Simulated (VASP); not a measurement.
Input of a VASP 6.6.1 run:

File INCAR:

```
SYSTEM = EuSc
ALGO = Normal ; EDIFF = 1E-6
ENCUT = 520 ; GGA = PE
ISIF = 2 ; ISMEAR = 0
ISPIN = 2 ; LASPH = .TRUE.
LCHARG = .FALSE. ; LMAXMIX = 6
LORBIT = 11 ; LREAL = .FALSE.
LWAVE = .FALSE. ; MAGMOM = 7.44 0.13
NBANDS = 25 ; NELM = 150
PREC = Accurate ; SIGMA = 0.1
```

File KPOINTS:

```
k-points
0
G
  14 14 14
  0 0 0
```

The input POSCAR:

```
EuSc
1.0
    3.9449012315      0.0000000000      0.0000000000
    0.0000000000      3.9449012315      0.0000000000
    0.0000000000      0.0000000000      3.9449012315
Eu Sc
1 1
Direct
    0.0000000000      0.0000000000      0.0000000000
    0.5000000000      0.5000000000      0.5000000000
```

Potentials or basis: VASP PAW PBE potentials, release 64 (Eu, Sc_sv).

Run with:

```bash
$ cat potpaw_PBE.64/Eu/POTCAR potpaw_PBE.64/Sc_sv/POTCAR > POTCAR
$ mpirun -np 1 vasp_std > vasp.out
```

(1) Estimate the site moments.

(2) Predict the net moment.

(3) What does it give for the pressure?

Answers

(1) Eu +6.55; Sc +0.06 μB.

(2) 7.18 μB per cell.

(3) -0.1 GPa.
